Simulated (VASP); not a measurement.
# ScAl7N8 (P3m1) in VASP: a series of runs

Runs on ScAl7N8. Level: PBE. Tasks: single point, relaxation of cell and atoms, relaxation of the atoms.

Everything below comes from runs of VASP 6.6.1. Logs are shortened: lines on timing, memory, paths and dates and some standing lists are left out, and cuts for length are marked.

### 1 The cell of the first run

Symmetry: P3m1, No. 156, trigonal system. Conventional cell: a = 6.403 Å, b = 6.403 Å, c = 5.049 Å, α = 90.00°, β = 90.00°, γ = 120.00°. Al (site symmetry m) has 4 N at 1.90 to 1.93 Å within 2.5 Å. Within 2.5 Å of Al (site symmetry m) lie 4 N at 1.89 to 1.95 Å. Within 2.6 Å of Al (site symmetry 3m) lie 4 N at 1.93 to 1.94 Å. Within 2.7 Å of Sc (site symmetry 3m) lie 4 N at 2.05 to 2.14 Å. N (site symmetry 3m) has 3 Al at 1.93 Å and 1 Sc at 2.14 Å within 2.6 Å. N (site symmetry m) has 3 Al at 1.89 to 1.90 Å and 1 Sc at 2.05 Å within 2.5 Å. N (site symmetry m) has 4 Al at 1.93 Å within 2.6 Å. N (site symmetry 3m) has 4 Al at 1.94 to 1.95 Å within 2.6 Å.

### 2 Single point, PBE

Input file INCAR:

```
PREC = Accurate
ENCUT = 520
EDIFF = 1E-6
ISMEAR = 0
SIGMA = 0.01
LREAL = Auto
LASPH = T
NELM = 100
ALGO = Normal
ISIF = 2
LWAVE = F
LCHARG = F
GGA = PE
NBANDS = 50
```

Input file KPOINTS:

```
regular mesh
0
Gamma
  4 4 5
```

Input file POSCAR:

```
ScAl7N8
1.0
    6.4025380801      0.0000000000      0.0000000000
   -3.2012690400      5.5447606261      0.0000000000
    0.0000000000      0.0000000000      5.0492676790
Al Sc N
7 1 8
Direct
    0.3364992320      0.1635007680      0.5011269349
    0.1682506766      0.8341253383     -0.0015800493
    0.3364992320      0.6729984639      0.5011269349
    0.6658746617      0.3317493234     -0.0015800493
    0.8270015361      0.1635007680      0.5011269349
    0.6658746617      0.8341253383     -0.0015800493
    0.8333333333      0.6666666667      0.4976821240
    0.1666666667      0.3333333333     -0.0091730850
    0.1666666667      0.3333333333      0.4148533782
    0.3439276648      0.1560723352      0.8774682401
    0.1654044692      0.8327022346      0.3799924935
    0.3439276648      0.6878553296      0.8774682401
    0.6672977654      0.3345955308      0.3799924935
    0.8121446704      0.1560723352      0.8774682401
    0.6672977654      0.8327022346      0.3799924935
    0.8333333333      0.6666666667      0.8816147249
```

Potentials or basis: VASP PAW PBE potentials, release 64 (Al, Sc_sv, N).

The run is started by

```console
> cat potpaw_PBE.64/Al/POTCAR potpaw_PBE.64/Sc_sv/POTCAR potpaw_PBE.64/N/POTCAR > POTCAR
> mpirun -np 1 vasp_std > vasp.out
```

OUTCAR:

```text
PREC = Accurate
   ENCUT = 520
   EDIFF = 1E-6
   ISMEAR = 0
   LREAL = Auto
   LASPH = T
   NELM = 100
   ISIF = 2
   GGA = PE

 ion  position               nearest neighbor table
   1  0.336  0.164  0.501-  10 1.90   9 1.93  13 1.93  11 1.93   4 3.10   2 3.10   8 3.11   4 3.13
                             2 3.13   5 3.14   3 3.14   8 3.19   7 3.20   7 3.20   5 3.26   3 3.26
   2  0.168  0.834  0.998-  12 1.89  10 1.89  11 1.93  16 1.95   1 3.10   3 3.10   1 3.13   3 3.13
                             7 3.13   7 3.14   6 3.19   4 3.19   8 3.20   8 3.20   6 3.22   4 3.22
   3  0.336  0.673  0.501-  12 1.90   9 1.93  15 1.93  11 1.93   6 3.10   2 3.10   8 3.11   6 3.13
                             2 3.13   1 3.14   5 3.14   8 3.19   7 3.20   7 3.20   1 3.26   5 3.26
   4  0.666  0.332  0.998-  14 1.89  10 1.89  13 1.93  16 1.95   1 3.10   5 3.10   1 3.13   5 3.13
                             7 3.13   7 3.14   6 3.19   2 3.19   8 3.20   8 3.20   6 3.22   2 3.22
   5  0.827  0.164  0.501-  14 1.90   9 1.93  15 1.93  13 1.93   6 3.10   4 3.10   8 3.11   6 3.13
                             4 3.13   1 3.14   3 3.14   8 3.19   7 3.20   7 3.20   1 3.26   3 3.26
   6  0.666  0.834  0.998-  12 1.89  14 1.89  15 1.93  16 1.95   3 3.10   5 3.10   3 3.13   5 3.13
                             7 3.13   7 3.14   2 3.19   4 3.19   8 3.20   8 3.20   2 3.22   4 3.22
   7  0.833  0.667  0.498-  15 1.93  11 1.93  13 1.93  16 1.94   6 3.13   2 3.13   4 3.13   6 3.14
                             2 3.14   4 3.14   3 3.20   5 3.20   1 3.20   1 3.20   3 3.20   5 3.20
   8  0.167  0.333  0.991-  10 2.05  14 2.05  12 2.05   9 2.14   1 3.11   5 3.11   3 3.11   1 3.19
                             5 3.19   3 3.19   4 3.20   2 3.20   6 3.20   6 3.20   4 3.20   2 3.20
   9  0.167  0.333  0.415-   1 1.93   5 1.93   3 1.93   8 2.14
  10  0.344  0.156  0.877-   4 1.89   2 1.89   1 1.90   8 2.05
  11  0.165  0.833  0.380-   2 1.93   1 1.93   3 1.93   7 1.93
  12  0.344  0.688  0.877-   2 1.89   6 1.89   3 1.90   8 2.05
  13  0.667  0.335  0.380-   4 1.93   1 1.93   5 1.93   7 1.93
  14  0.812  0.156  0.877-   4 1.89   6 1.89   5 1.90   8 2.05
  15  0.667  0.833  0.380-   6 1.93   3 1.93   5 1.93   7 1.93
  16  0.833  0.667  0.882-   7 1.94   6 1.95   2 1.95   4 1.95

  LATTYP: Found a hexagonal cell.
 ALAT       =     6.4025380801
 C/A-ratio  =     0.7886353218

  Lattice vectors:

 A1 = (   6.4025380801,   0.0000000000,   0.0000000000)
 A2 = (  -3.2012690400,   5.5447606261,   0.0000000000)
 A3 = (   0.0000000000,   0.0000000000,   5.0492676790)

Analysis of symmetry for initial positions (statically):
=====================================================================
 Subroutine PRICEL returns:
 Original cell was already a primitive cell.

 Routine SETGRP: Setting up the symmetry group for a
 hexagonal supercell.

 Subroutine GETGRP returns: Found  6 space group operations
 (whereof  2 operations were pure point group operations)
 out of a pool of 24 trial point group operations.

The static configuration has the point symmetry C_1h.
 The point group associated with its full space group is C_3v.

Analysis of symmetry for dynamics (positions and initial velocities):
=====================================================================
 Subroutine PRICEL returns:
 Original cell was already a primitive cell.

 Routine SETGRP: Setting up the symmetry group for a
 hexagonal supercell.

 Subroutine GETGRP returns: Found  6 space group operations
 (whereof  2 operations were pure point group operations)
 out of a pool of 24 trial point group operations.

The dynamic configuration has the point symmetry C_1h.
 The point group associated with its full space group is C_3v.

 Subroutine INISYM returns: Found  6 space group operations
 (whereof  2 operations are pure point group operations),
 and found     1 'primitive' translations

----------------------------------------------------------------------------------------

                                     Primitive cell

  volume of cell :     179.2517

  direct lattice vectors                    reciprocal lattice vectors
     6.402538080  0.000000000  0.000000000     0.156188060  0.090175218  0.000000000
    -3.201269040  5.544760626  0.000000000     0.000000000  0.180350437  0.000000000
     0.000000000  0.000000000  5.049267679     0.000000000  0.000000000  0.198048522

  length of vectors
     6.402538080  6.402538080  5.049267679     0.180350437  0.180350437  0.198048522

  position of ions in fractional coordinates (direct lattice)
     0.336499232  0.163500768  0.501126935
     0.168250677  0.834125338  0.998419951
     0.336499232  0.672998464  0.501126935
[... 47 lines left out ...]

  Length of vectors
     0.045087609  0.045087609  0.039609704

  Shift w.r.t. Gamma in fractional coordinates (k-lattice)
     0.000000000  0.000000000  0.000000000

 Subroutine IBZKPT returns following result:
 ===========================================

 Found     14 irreducible k-points:

 Following reciprocal coordinates:
            Coordinates               Weight
  0.000000  0.000000  0.000000      1.000000
  0.250000  0.000000  0.000000      6.000000
  0.500000  0.000000  0.000000      3.000000
  0.250000  0.250000  0.000000      6.000000
  0.000000  0.000000  0.200000      2.000000
  0.250000  0.000000  0.200000      6.000000
  0.000000  0.250000  0.200000      6.000000
  0.500000  0.000000  0.200000      6.000000
  0.250000  0.250000  0.200000     12.000000
  0.000000  0.000000  0.400000      2.000000
  0.250000  0.000000  0.400000      6.000000
  0.000000  0.250000  0.400000      6.000000
  0.500000  0.000000  0.400000      6.000000
  0.250000  0.250000  0.400000     12.000000
   k-points           NKPTS =     14   k-points in BZ     NKDIM =     14   number of bands    NBANDS=     50
   number of dos      NEDOS =    301   number of ions     NIONS =     16
   total plane-waves  NPLWV =  92160
   dimension x,y,z NGX =    48 NGY =   48 NGZ =   40
   dimension x,y,z NGXF=    96 NGYF=   96 NGZF=   80
   ions per type =               7   1   8
   NGX,Y,Z   is equivalent  to a cutoff of  12.46, 12.46, 13.17 a.u.
   NGXF,Y,Z  is equivalent  to a cutoff of  24.93, 24.93, 26.34 a.u.
 SYSTEM =  unknown system
   PREC   = accura    normal or accurate (medium, high low for compatibility)
   ISTART =      0    job   : 0-new  1-cont  2-samecut
   ICHARG =      2    charge: 1-file 2-atom 10-const
   ISPIN  =      1    spin polarized calculation?
   LNONCOLLINEAR =      F non collinear calculations
   LSORBIT =      F    spin-orbit coupling
   LASPH  =      T    aspherical Exc in radial PAW
   ENCUT  =  520.0 eV  38.22 Ry    6.18 a.u.  11.90 11.90  9.39*2*pi/ulx,y,z
   NELM   =    100;   NELMIN=  2; NELMDL= -5     # of ELM steps
   EDIFF  = 0.1E-05   stopping-criterion for ELM
   LREAL  =      T    real-space projection
   EDIFFG = 0.1E-04   stopping-criterion for IOM
   NSW    =      0    number of steps for IOM
   IBRION =     -1    ionic relax: 0-MD 1-quasi-New 2-CG
   NFREE  =      0    steps in history (QN), initial steepest desc. (CG)
   ISIF   =      2    stress and relaxation
   ISYM   =      2    0-nonsym 1-usesym 2-fastsym
   POTIM  = 0.5000    time-step for ionic-motion
   TEBEG  =    0.0;   TEEND  =   0.0 temperature during run
   PSTRESS=    0.0 pullay stress
   NELECT =      72.0000    total number of electrons
   NUPDOWN=      -1.0000    fix difference up-down
   EMIN   =  10.00;   EMAX   =-10.00  energy-range for DOS
   EFERMI =   0.00;   METHOD = LEGACY
   ISMEAR =     0;   SIGMA  =   0.01  broadening in eV -4-tet -1-fermi 0-gaus
   EFERMI_NEDOS =   21; number of points for ismear=-14 and -15
   IALGO  =     38    algorithm
   IMIX   =      4    mixing-type and parameters
     AMIX     =   0.40;   BMIX     =  1.00
     AMIX_MAG =   1.60;   BMIX_MAG =  1.00
  volume/ion in A,a.u.               =      11.20        75.60
  Fermi-wavevector in a.u.,A,eV,Ry     =   1.207901  2.282601 19.851226  1.459024
  Thomas-Fermi vector in A             =   2.343525
   LORBIT       =      0    0 simple, 1 ext, 2 COOP (PROOUT), +10 PAW based schemes
   GGA     = PE    functional components
   LHFCALC =     F    Hartree Fock is set to
   AEXX    =    0.0000 exact exchange contribution
   IVDW    =     0    specifies the selected vdW correction
   LEPSILON=     F    determine dielectric tensor
   LRPA    =     F    only Hartree local field effects (RPA)
 non-spin polarized calculation
 Gauss-broadening in eV      SIGMA  =   0.01
  energy-cutoff  :      520.00
  volume of cell :      179.25
 maximum number of plane-waves:      4845
 NGX is ok and might be reduce to    48
   NGX = 23   NGY = 23   NGZ = 19

 number of electron      72.0000010 magnetization

 Free energy of the ion-electron system (eV)
  ---------------------------------------------------
  ext. energy  EPLUGINS =         0.00000000
  ---------------------------------------------------
  free energy    TOTEN  =      -121.51864311 eV

  energy without entropy =     -121.51864311  energy(sigma->0) =     -121.51864311

 E-fermi :   5.4632     XC(G=0): -10.7392

 val. band max:        5.3271486710   @ k =   0.0000   0.0000   0.0000
 cond. band min:       9.1037181697   @ k =   0.0000   0.0000   0.0000
 fundamental gap:      3.7765694986
 Fermi energy:         5.4631823335

 k-point     1 :       0.0000    0.0000    0.0000
  band No.  band energies     occupation
      1     -41.5211      2.00000
      2     -20.3132      2.00000
      3     -20.3132      2.00000
      4     -20.2864      2.00000
      5      -9.2890      2.00000
      6      -7.5994      2.00000
[... 703 lines left out ...]
     47      12.9612      0.00000
     48      13.2385      0.00000
 [bands above 48 left out]

------------------------ aborting loop because EDIFF is reached ----------------------------------------

  FORCE on cell =-STRESS in cart. coord.  units (eV):
  Direction    XX          YY          ZZ          XY          YZ          ZX
  --------------------------------------------------------------------------------------
  -------------------------------------------------------------------------------------
  Total       -2.6514061     -2.6514061     -1.2385486     -0.0000000     -0.0000000     -0.0000000
  in kB      -23.6986420    -23.6986420    -11.0703227     -0.0000000     -0.0000000     -0.0000000
  external PRESSURE =     -19.4892022 kB  Pullay stress =       0.0000000 kB

 VOLUME and BASIS-vectors are now :
 -----------------------------------------------------------------------------
  energy-cutoff  :      520.00
  volume of cell :      179.25
      direct lattice vectors                 reciprocal lattice vectors
     6.402538080  0.000000000  0.000000000     0.156188060  0.090175218  0.000000000
    -3.201269040  5.544760626  0.000000000     0.000000000  0.180350437  0.000000000
     0.000000000  0.000000000  5.049267679     0.000000000  0.000000000  0.198048522

 POSITION                                       TOTAL-FORCE (eV/Angst)
 -----------------------------------------------------------------------------------
      1.63104      0.90657      2.53032        -0.001655      0.000956      0.001836
     -1.59303      4.62503      5.04129         0.003349      0.001933     -0.002912
      0.00000      3.73162      2.53032        -0.000000     -0.001911      0.001836
      3.20127      1.83947      5.04129        -0.000000     -0.003867     -0.002912
      4.77150      0.90657      2.53032         0.001655      0.000956      0.001836
      1.59303      4.62503      5.04129        -0.003349      0.001933     -0.002912
[... 8 lines left out ...]
      1.60670      4.61713      1.91868         0.001309     -0.000756     -0.001288
      3.20127      3.69651      4.45151         0.000000      0.000000      0.003004
 -----------------------------------------------------------------------------------
    total drift:                                0.000002     -0.000001     -0.007856

  FREE ENERGIE OF THE ION-ELECTRON SYSTEM (eV)
  ---------------------------------------------------
  free  energy   TOTEN  =      -121.5186431076 eV

  energy  without entropy=     -121.5186431076  energy(sigma->0) =     -121.51864311
```

Run time: 8.7 min. Hardware: 1 thread of Intel Xeon 8259CL, shared host; peak memory 0.33 GiB.

Results:

```yaml
Free_energy: -121.5186 eV
Pressure: -1.9 GPa
Largest_force: 0.067 eV/Å
Band_gap_on_the_k_mesh: 3.78 eV
```

Forces in eV/Å, atoms in the order of the input:
```
Al  -0.002  0.001  0.002
Al   0.003  0.002 -0.003
Al   0.000 -0.002  0.002
Al   0.000 -0.004 -0.003
Al   0.002  0.001  0.002
Al  -0.003  0.002 -0.003
Al   0.000  0.000  0.002
Sc   0.000  0.000  0.017
N    0.000  0.000  0.043
N    0.056 -0.032 -0.019
N   -0.001 -0.001 -0.001
N    0.000  0.064 -0.019
N    0.000  0.002 -0.001
N   -0.056 -0.032 -0.019
N    0.001 -0.001 -0.001
N    0.000  0.000  0.003
```

Caveat: an odd mesh through Γ misses points on the zone boundary, where band edges can lie.

(Continued in part 2 of 2.)
